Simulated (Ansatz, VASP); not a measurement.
Zn4Se3S: VASP beside Ansatz

```
CELL_PARAMETERS angstrom
5.76994 0.00000 0.00000
0.00000 5.76994 0.00000
0.00000 0.00000 5.76994
ATOMIC_POSITIONS crystal
S 0.00000 0.00000 0.00000
Zn 0.75662 0.75662 0.75662
Zn 0.24338 0.24338 0.75662
Zn 0.24338 0.75662 0.24338
Zn 0.75662 0.24338 0.24338
Se 0.50000 0.50000 0.00000
Se 0.50000 0.00000 0.50000
Se 0.00000 0.50000 0.50000
```

Alike in both runs: task single point; functional PBE; k mesh 4 × 4 × 4; no spin polarisation.

|  | VASP | Ansatz |
| --- | --- | --- |
| version | VASP 6.6.1 | Ansatz 0.2.0 |
| potentials or method | VASP PAW PBE potentials, release 64 (S, Zn, Se) | plane waves, PAW |
| plane-wave cutoff (eV) | 520 | 420 |
| occupations | gaussian, width 0.01 eV | fixed |
| valence electrons in the cell | 72 | 102 |

|  | VASP | Ansatz | Ansatz less VASP |
| --- | --- | --- | --- |
| gap on the k mesh at the Fermi level (eV) | 1.09 | 1.09 | +0.001 |
| pressure (GPa) | -2.9 | -3.0 | -0.15 |
| rms of the force components (eV/Å) | 0.008 | 0.008 | +0.0005 |

VASP's potentials hold 72 valence electrons a cell and Ansatz's 102, so a difference there can come from the potentials and not from the codes.
